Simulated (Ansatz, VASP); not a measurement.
Two plane-wave programs on Zn2SbO3

```
CELL_PARAMETERS angstrom
5.53586 0.00000 0.00000
-2.76793 4.79420 0.00000
0.00000 0.00000 2.83326
ATOMIC_POSITIONS crystal
Zn 0.66667 0.33333 0.50000
Zn 0.33333 0.66667 0.50000
Sb 0.00000 0.00000 0.50000
O 0.00000 0.50000 0.00000
O 0.50000 0.50000 0.00000
O 0.50000 0.00000 0.00000
```

Change from the starting cell: species swapped into the DyB2Rh3 type (P6/mmm, No. 191).

Alike in both runs: functional PBE; k mesh 6 × 6 × 6; occupations gaussian, width 0.1 eV; no spin polarisation.

Ansatz relaxed the structure, and its values are those at the end. VASP's run is a single point on that final structure, the one shown.

|  | VASP | Ansatz |
| --- | --- | --- |
| version | VASP 6.6.1 | Ansatz 0.2.0 |
| potentials or method | VASP PAW PBE potentials, release 64 (Zn, Sb_d_GW, O), cutoff 600 eV | scalar-relativistic, plane waves, PAW |
| valence electrons in the cell | 57 | 57 |

```tsv
	VASP	Ansatz	Ansatz less VASP
gap on the k mesh at the Fermi level (eV)	none	none	-
pressure (GPa)	0.2	-0.2	-0.35
```

A gap of «none» marks a metal or a gap that the smearing closes.

The k mesh is coarse, so the values compare programs but aren't converged. Spin-orbit coupling is off throughout.
